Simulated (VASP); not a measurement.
Write the native input for VASP 6.6.1 that does the following.

```
Task                   : single point
Functional             : PBEsol
Potentials or basis    : VASP PAW PBE potentials, release 64 (Si, Ni)
Cutoff                 : 600 eV
k mesh                 : 7 × 6 × 10
Occupations            : gaussian, width 0.1 eV
Spin                   : no spin polarisation
Dipole correction      : no
Further INCAR settings : ALGO = Normal; EDIFF = 1e-06; NBANDS = 38
```

The structure of SiNi lies in POSCAR:

```
SiNi
1.0
    5.0878282948      0.0000000000      0.0000000000
    0.0000000000      5.5278301827      0.0000000000
    0.0000000000      0.0000000000      3.3577714925
Si Ni
4 4
Direct
    0.6785723350      0.0865554847      0.7500000000
    0.8214276650      0.5865554847      0.2500000000
    0.1785723350      0.4134445153      0.7500000000
    0.3214276650      0.9134445153      0.2500000000
    0.9906992727      0.1873863667      0.2500000000
    0.5093007273      0.6873863667      0.7500000000
    0.4906992727      0.3126136333      0.2500000000
    0.0093007273      0.8126136333      0.7500000000
```

These files were run (other wordings do the same):

INCAR

```
PREC = Accurate
ENCUT = 600
EDIFF = 1E-6
ISMEAR = 0
SIGMA = 0.1
LREAL = F
LASPH = T
NELM = 120
ALGO = Normal
ISIF = 2
LWAVE = F
LCHARG = F
GGA = PS
NBANDS = 38
GGA_COMPAT = F
```

KPOINTS

```
regular mesh
0
Gamma
  7 6 10
```

Potentials or basis: VASP PAW PBE potentials, release 64 (Si, Ni).

The run is started by

```console
$ cat potpaw_PBE.64/Si/POTCAR potpaw_PBE.64/Ni/POTCAR > POTCAR
$ mpirun -np 1 vasp_std > vasp.out
```

It gave:

The pressure is 0.2 GPa, the largest force is 0.021 eV/Å and the band gap on the k mesh is zero (bands 28 and 29 overlap by 1.97 eV).

Caveat: the PAW data sets were made with another functional, which shifts forces and pressure a little.

Wall time 6.5 min on 1 thread of Intel(R) Xeon(R) Platinum 8259CL CPU @ 2.50GHz (Skylake/Cascade Lake) (shared host), peak memory 0.44 GiB.
